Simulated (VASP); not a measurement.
The system is Ti13Be3.

```xyz
16
Lattice="6.1453 0.1157 -0.0248 0.1157 6.2830 -0.1350 -0.0248 -0.1350 6.3427" Properties=species:S:1:pos:R:3 pbc="T T T"
Ti    1.8649    0.8128    0.7477
Ti    3.7602    6.3220    4.8008
Ti    2.3124    1.5788    3.3094
Ti    3.5767    5.7849    1.6320
Ti    5.7009    4.8030   -0.2485
Ti    1.9977    4.4035    3.8029
Ti    3.5994    3.1334    1.6224
Ti    5.2663    1.2121    0.3805
Ti    0.3878    3.1322    1.7703
Ti    3.7579    2.8389    5.4431
Ti    1.1112    2.4833    5.3367
Ti    5.3575    1.3103    3.3858
Ti    5.2665    4.3049    3.7435
Be    2.1743    4.4659    0.2461
Be    0.8765    6.1879    4.9198
Be    0.8844    5.5605    2.1696
```

Base run:

```yaml
Program: VASP 6.6.1
Functional: PBE
Potentials_or_basis: VASP PAW PBE potentials, release 64 (Ti_sv, Be)
Cutoff: 400 eV
k_mesh: 1 × 1 × 1, shifted
Occupations: fermi-dirac, width 0.0931 eV
Spin: no spin polarisation
```

Its results: pressure 4.3 GPa; largest force 2.306 eV/Å.

Task: The run is repeated on the same cell with these changes: cutoff from 400 eV to 520 eV; further incar settings from LREAL = Auto; ALGO = Normal; EDIFF = 1e-06; NBANDS = 95; ISYM = -1 to LREAL = Auto; ALGO = Normal; EDIFF = 1e-06; NBANDS = 95; ISYM = 0. What comes out?

Result: Pressure 5.0 GPa; largest force 2.306 eV/Å.

Caveats: some runs use coarse meshes; the atoms stand as in a frame of molecular dynamics.
